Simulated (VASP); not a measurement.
# SiO2 (P4_2/mnm) in VASP: notebook

The runs below take SiO2 through single point, with LDA.

All numbers are computed with VASP 6.6.1; they aren't measurements. Logs are shortened: lines on timing, memory, paths and dates and some standing lists are left out, and cuts for length are marked.

### Step 1. The cell of the first run

The structure is tetragonal, space group P4_2/mnm (No. 136). The conventional cell has a = 4.032 Å, b = 4.032 Å, c = 3.098 Å, α = 90.00°, β = 90.00°, γ = 90.00°. Si (site symmetry mmm) has 6 O at 1.74 to 1.90 Å within 2.3 Å. Within 2.3 Å of O (site symmetry m2m) lie 3 Si at 1.74 to 1.90 Å and 1 O at 2.22 Å.

### Step 2. Single point, LDA (volume 8.393 Å^3 an atom, c/a of the conventional cell 0.7683)

INCAR

```
PREC = Accurate ; ENCUT = 520
EDIFF = 1E-6 ; ISMEAR = 0
SIGMA = 0.05 ; LREAL = False
LASPH = True ; NELM = 60
ALGO = Normal ; ISIF = 2
LWAVE = False ; LCHARG = False
GGA = CA ; NBANDS = 25
```

KPOINTS

```
regular mesh
0
Gamma
  6 6 10
```

POSCAR

```
SiO2
1.0
    4.0319259451      0.0000000000      0.0000000000
    0.0000000000      4.0319259451      0.0000000000
    0.0000000000      0.0000000000      3.0977287036
Si O
2 4
Direct
    0.5000000000      0.5000000000      0.5000000000
    0.0000000000      0.0000000000      0.0000000000
    0.6944252994      0.6944252994      0.0000000000
    0.1944252994      0.8055747006      0.5000000000
    0.3055747006      0.3055747006      0.0000000000
    0.8055747006      0.1944252994      0.5000000000
```

Potentials or basis: VASP PAW LDA potentials, release 64 (Si, O).

Launch:

```bash
$ cat potpaw_LDA.64/Si/POTCAR potpaw_LDA.64/O/POTCAR > POTCAR
$ mpirun -np 1 vasp_std > vasp.out
```

OUTCAR:

```text
PREC = Accurate
   ENCUT = 520
   EDIFF = 1E-6
   ISMEAR = 0
   LREAL = False
   LASPH = True
   NELM = 60
   ISIF = 2
   GGA = CA

 ion  position               nearest neighbor table
   1  0.500  0.500  0.500-   4 1.74   6 1.74   5 1.90   3 1.90   3 1.90   5 1.90
   2  0.000  0.000  0.000-   3 1.74   5 1.74   4 1.90   6 1.90   4 1.90   6 1.90
   3  0.694  0.694  0.000-   2 1.74   1 1.90   1 1.90
   4  0.194  0.806  0.500-   1 1.74   2 1.90   2 1.90
   5  0.306  0.306  0.000-   2 1.74   1 1.90   1 1.90
   6  0.806  0.194  0.500-   1 1.74   2 1.90   2 1.90

  LATTYP: Found a simple tetragonal cell.
 ALAT       =     4.0319259451
 C/A-ratio  =     0.7683000000

  Lattice vectors:

 A1 = (   4.0319259451,   0.0000000000,   0.0000000000)
 A2 = (   0.0000000000,   4.0319259451,   0.0000000000)
 A3 = (   0.0000000000,   0.0000000000,   3.0977287036)

Analysis of symmetry for initial positions (statically):
=====================================================================
 Subroutine PRICEL returns:
 Original cell was already a primitive cell.

 Routine SETGRP: Setting up the symmetry group for a
 simple tetragonal supercell.

 Subroutine GETGRP returns: Found 16 space group operations
 (whereof  8 operations were pure point group operations)
 out of a pool of 16 trial point group operations.

The static configuration has the point symmetry D_2h.
 The point group associated with its full space group is D_4h.

Analysis of symmetry for dynamics (positions and initial velocities):
=====================================================================
 Subroutine PRICEL returns:
 Original cell was already a primitive cell.

 Routine SETGRP: Setting up the symmetry group for a
 simple tetragonal supercell.

 Subroutine GETGRP returns: Found 16 space group operations
 (whereof  8 operations were pure point group operations)
 out of a pool of 16 trial point group operations.

The dynamic configuration has the point symmetry D_2h.
 The point group associated with its full space group is D_4h.

 Subroutine INISYM returns: Found 16 space group operations
 (whereof  8 operations are pure point group operations),
 and found     1 'primitive' translations

[... 94 lines left out ...]
   ISTART =      0    job   : 0-new  1-cont  2-samecut
   ICHARG =      2    charge: 1-file 2-atom 10-const
   ISPIN  =      1    spin polarized calculation?
   LNONCOLLINEAR =      F non collinear calculations
   LSORBIT =      F    spin-orbit coupling
   LASPH  =      T    aspherical Exc in radial PAW
   ENCUT  =  520.0 eV  38.22 Ry    6.18 a.u.   7.50  7.50  5.76*2*pi/ulx,y,z
   NELM   =     60;   NELMIN=  2; NELMDL= -5     # of ELM steps
   EDIFF  = 0.1E-05   stopping-criterion for ELM
   LREAL  =      F    real-space projection
   EDIFFG = 0.1E-04   stopping-criterion for IOM
   NSW    =      0    number of steps for IOM
   IBRION =     -1    ionic relax: 0-MD 1-quasi-New 2-CG
   NFREE  =      0    steps in history (QN), initial steepest desc. (CG)
   ISIF   =      2    stress and relaxation
   ISYM   =      2    0-nonsym 1-usesym 2-fastsym
   POTIM  = 0.5000    time-step for ionic-motion
   TEBEG  =    0.0;   TEEND  =   0.0 temperature during run
   PSTRESS=    0.0 pullay stress
   NELECT =      32.0000    total number of electrons
   NUPDOWN=      -1.0000    fix difference up-down
   EMIN   =  10.00;   EMAX   =-10.00  energy-range for DOS
   EFERMI =   0.00;   METHOD = LEGACY
   ISMEAR =     0;   SIGMA  =   0.05  broadening in eV -4-tet -1-fermi 0-gaus
   EFERMI_NEDOS =   21; number of points for ismear=-14 and -15
   IALGO  =     38    algorithm
   IMIX   =      4    mixing-type and parameters
     AMIX     =   0.40;   BMIX     =  1.00
     AMIX_MAG =   1.60;   BMIX_MAG =  1.00
  volume/ion in A,a.u.               =       8.39        56.64
  Fermi-wavevector in a.u.,A,eV,Ry     =   1.407458  2.659709 26.952284  1.980937
  Thomas-Fermi vector in A             =   2.529715
   LORBIT       =      0    0 simple, 1 ext, 2 COOP (PROOUT), +10 PAW based schemes
   GGA     = CA    functional components
   LHFCALC =     F    Hartree Fock is set to
   AEXX    =    0.0000 exact exchange contribution
   IVDW    =     0    specifies the selected vdW correction
   LEPSILON=     F    determine dielectric tensor
   LRPA    =     F    only Hartree local field effects (RPA)
 non-spin polarized calculation
 Gauss-broadening in eV      SIGMA  =   0.05
  energy-cutoff  :      520.00
  volume of cell :       50.36
 maximum number of plane-waves:      1375
 NGX is ok and might be reduce to    30
   NGX = 15   NGY = 15   NGZ = 11

 number of electron      32.0000029 magnetization

 Free energy of the ion-electron system (eV)
  ---------------------------------------------------
  ext. energy  EPLUGINS =         0.00000000
  ---------------------------------------------------
  free energy    TOTEN  =       -50.31378492 eV

  energy without entropy =      -50.31378492  energy(sigma->0) =      -50.31378492

 E-fermi :   7.2331     XC(G=0): -12.3946

 val. band max:        6.9264699352   @ k =   0.0000   0.0000   0.0000
 cond. band min:      10.5629825694   @ k =   0.0000   0.0000   0.0000
 fundamental gap:      3.6365126342
 Fermi energy:         7.2331147996

 k-point     1 :       0.0000    0.0000    0.0000
  band No.  band energies     occupation
      1     -14.2503      2.00000
      2     -10.5979      2.00000
      3     -10.5979      2.00000
      4     -10.1895      2.00000
      5      -3.2321      2.00000
      6       0.4730      2.00000
[... 661 lines left out ...]
     24      19.2422      0.00000
     25      20.6639      0.00000

 [... further k-points ...]
[... 5 lines left out ...]
  --------------------------------------------------------------------------------------
  -------------------------------------------------------------------------------------
  Total       -1.5606879     -1.5606879    -20.1335267     -0.0000000      0.0000000      0.0000000
  in kB      -49.6544485    -49.6544485   -640.5631701     -0.0000000      0.0000000      0.0000000
  external PRESSURE =    -246.6240223 kB  Pullay stress =       0.0000000 kB

 VOLUME and BASIS-vectors are now :
 -----------------------------------------------------------------------------
  energy-cutoff  :      520.00
  volume of cell :       50.36
      direct lattice vectors                 reciprocal lattice vectors
     4.031925945  0.000000000  0.000000000     0.248020428  0.000000000  0.000000000
     0.000000000  4.031925945  0.000000000     0.000000000  0.248020428  0.000000000
     0.000000000  0.000000000  3.097728704     0.000000000  0.000000000  0.322817166

 POSITION                                       TOTAL-FORCE (eV/Angst)
 -----------------------------------------------------------------------------------
      2.01596      2.01596      1.54886         0.000000      0.000000      0.000000
      0.00000      0.00000      0.00000         0.000000      0.000000      0.000000
      2.79987      2.79987      0.00000         0.581923      0.581923      0.000000
      0.78391      3.24802      1.54886         0.581923     -0.581923      0.000000
      1.23205      1.23205      0.00000        -0.581923     -0.581923      0.000000
      3.24802      0.78391      1.54886        -0.581923      0.581923      0.000000
 -----------------------------------------------------------------------------------
    total drift:                               -0.000000      0.000000      0.000000

  FREE ENERGIE OF THE ION-ELECTRON SYSTEM (eV)
  ---------------------------------------------------
  free  energy   TOTEN  =       -50.3137849234 eV

  energy  without entropy=      -50.3137849234  energy(sigma->0) =      -50.31378492
```

stdout:

```text
POSCAR found type information on POSCAR SiO
 POSCAR found :  2 types and       6 ions
 scaLAPACK will be used
 LDA part: xc-table for (Slater(with rela. corr.)+CA(PZ))
 , standard interpolation
 POSCAR, INCAR and KPOINTS ok, starting setup
 FFT: planning ... GRIDC
 FFT: planning ... GRID_SOFT
 FFT: planning ... GRID
 WAVECAR not read
 entering main loop
```

Wall time 43 s (1 thread of AMD EPYC 7R13 (Zen 3), shared host); peak memory 0.14 GiB.

Results:

```yaml
Free_energy: -50.3138 eV
Pressure: -24.7 GPa
Largest_force: 0.823 eV/Å
Band_gap_on_the_k_mesh: 3.64 eV, direct
```

Forces on the atoms (eV/Å):
```
Si   0.000  0.000  0.000
Si   0.000  0.000  0.000
O    0.582  0.582  0.000
O    0.582 -0.582  0.000
O   -0.582 -0.582  0.000
O   -0.582  0.582  0.000
```

(Part 1 of 2 ends here.)
